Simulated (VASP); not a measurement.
Crystal: MnO2.

```
Mn O
1.0
     2.91260    0.00000    0.00000
    -1.45630    2.52239    0.00000
     0.00000    0.00000    4.69162
Mn O
1 2
Direct
  0.00000 0.00000 0.50000
  0.33333 0.66667 0.70629
  0.66667 0.33333 0.29371
```

Base run:

```yaml
Program: VASP 6.6.1
Functional: r2SCAN
Potentials_or_basis: VASP PAW PBE potentials, release 64 (Mn_pv, O)
Cutoff: 520 eV
k_mesh: 11 × 11 × 6
Occupations: fermi-dirac, width 0.05 eV
Spin: collinear spin, ferromagnetic start
Starting_moments: "[4.0, 0.0, 0.0] μB"
```

Its results: band gap on the k mesh 1.88 eV (least direct gap 2.13 eV); pressure -10.1 GPa; net moment 3.00 μB per cell; site moments Mn +3.01; O -0.03 μB; largest force 0.781 eV/Å.

Q: The run is repeated on the same cell with these changes: functional from r2SCAN to PBEsol; further incar settings from ALGO = Normal; EDIFF = 1e-06; NBANDS = 24 to ALGO = Normal; EDIFF = 1e-07; NBANDS = 24. What comes out?

A: Band gap on the k mesh 0.91 eV (least direct gap 0.98 eV); pressure -11.3 GPa; net moment 3.00 μB per cell; site moments Mn +2.89; O +0.01 μB; largest force 0.842 eV/Å.

Caveats: the cell stands under tension; the PAW data sets were made with another functional, which shifts forces and pressure a little; an odd mesh through Γ misses points on the zone boundary, where band edges can lie; a cell with one magnetic atom can't hold antiferromagnetic order, which such compounds often take.
